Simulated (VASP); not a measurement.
Rh, 2 atoms in the cell. It takes space group P2_1/m (No. 11, monoclinic). The conventional cell has a = 2.731 Å, b = 4.428 Å, c = 2.731 Å, α = 90.00°, β = 120.00°, γ = 90.00°. Rh (site symmetry m) has 14 Rh at 2.57 to 3.53 Å within 3.6 Å.  This cell differs from its parent crystal: atom 1 (Rh) moved by (-0.300, -0.300) A along x and y.

```yaml
Program: VASP 6.6.1
Task: single point
Functional: PBEsol
Potentials_or_basis: VASP PAW PBE potentials, release 64 (Rh_pv)
Cutoff: 520 eV
k_mesh: 18 × 18 × 12
Occupations: gaussian, width 0.15 eV
Spin: no spin polarisation
Dipole_correction: no
Further_INCAR_settings: ALGO = Fast; EDIFF = 1e-07; NBANDS = 22
```

Potentials or basis: VASP PAW PBE potentials, release 64 (Rh_pv).

The run is started by

```sh
$ cat potpaw_PBE.64/Rh_pv/POTCAR > POTCAR
$ mpirun -np 1 vasp_std > vasp.out
```

Hardware: 1 thread of Intel Xeon 8259CL, with other jobs on the host.

Q: How long does it take, and how much memory?

A: It took 17 min on 1 thread of Intel Xeon 8259CL, on a shared host, peak memory 0.61 GiB. Counts: scf iterations 16, k points 1148.
